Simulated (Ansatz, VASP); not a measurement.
HfNiP2 in VASP and in Ansatz

```
Hf Ni P
1.0
     2.94961    0.00000    0.00000
    -1.47481    2.55444    0.00000
     0.00000    0.00000    9.31904
Hf Ni P
1 1 2
Direct
  0.00000 0.00000 0.50000
  0.00000 0.00000 0.00000
  0.00000 0.00000 0.77222
  0.00000 0.00000 0.22778
```

Alike in both runs: task relaxation of cell and atoms; functional PBE; k mesh 18 × 18 × 6; occupations gaussian, width 0.1 eV; no spin polarisation.

```csv
,VASP,Ansatz
version,VASP 6.6.1,Ansatz 0.2.0
potentials or method,"VASP PAW PBE potentials, release 64 (Hf_pv, Ni, P), cutoff 600 eV","scalar-relativistic, plane waves, PAW"
valence electrons in the cell,30,54
```

VASP gave:

- gap on the k mesh at the Fermi level, each at its own relaxed structure (eV): none
- relaxed volume (Å³/atom): 17.49
- relaxed cell length with the largest relative difference (Å): 2.940

What did Ansatz give for the same quantities?

gap on the k mesh at the Fermi level, each at its own relaxed structure (eV): none; relaxed volume (Å³/atom): 17.52; relaxed cell length with the largest relative difference (Å): 2.944.

A gap of «none» marks a metal or a gap that the smearing closes. VASP's potentials hold 30 valence electrons a cell and Ansatz's 54, so a difference there can come from the potentials and not from the codes.

Neither program's run includes spin-orbit coupling.
